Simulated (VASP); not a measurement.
Set up this calculation in VASP 6.6.1, as the native input.

- Task: single point
- Functional: PBE
- Dispersion: D3(BJ)
- Potentials or basis: VASP PAW PBE potentials, release 64 (P)
- Cutoff: 520 eV
- k mesh: 10 × 4 × 8
- Occupations: gaussian, width 0.1 eV
- Spin: no spin polarisation
- Dipole correction: no
- Further INCAR settings: ALGO = Normal; EDIFF = 1e-06; NBANDS = 30

The structure of P lies in POSCAR:

```
P
1.0
    3.3225242738      0.0000000000      0.0000000000
    0.0000000000     10.1915207038      0.0000000000
    0.0000000000      0.0000000000      4.1668622126
P
8
Direct
    0.0000000000      0.8936196575      0.9280971986
    0.5000000000      0.8936196575      0.5719028014
    0.5000000000      0.6063803425      0.0719028014
    0.0000000000      0.6063803425      0.4280971986
    0.5000000000      0.3936196575      0.9280971986
    0.0000000000      0.3936196575      0.5719028014
    0.0000000000      0.1063803425      0.0719028014
    0.5000000000      0.1063803425      0.4280971986
```

One way to write it, as run:

INCAR

```
SYSTEM = P
PREC = Accurate
ENCUT = 520
EDIFF = 1E-6
ISMEAR = 0
SIGMA = 0.1
LREAL = .False.
LASPH = .True.
NELM = 80
ALGO = Normal
ISIF = 2
LWAVE = .False.
LCHARG = .False.
GGA = PE
IVDW = 12
NBANDS = 30
```

KPOINTS

```
regular mesh
0
Gamma
  10 4 8
  0 0 0
```

Potentials or basis: VASP PAW PBE potentials, release 64 (P).

The run is started by

```bash
$ cat potpaw_PBE.64/P/POTCAR > POTCAR
$ mpirun -np 1 vasp_std > vasp.out
```

Results of the run:

```json
{
 "Pressure": "-0.4 GPa",
 "Largest force": "0.058 eV/Å",
 "Band gap on the k mesh": "zero (bands 20 and 21 overlap by 0.14 eV)",
 "Dispersion energy per atom": "-0.398 eV"
}
```

Run time: 4.1 min on 1 thread of Intel(R) Xeon(R) Platinum 8259CL CPU @ 2.50GHz (Skylake/Cascade Lake) (shared host), peak memory 0.41 GiB.
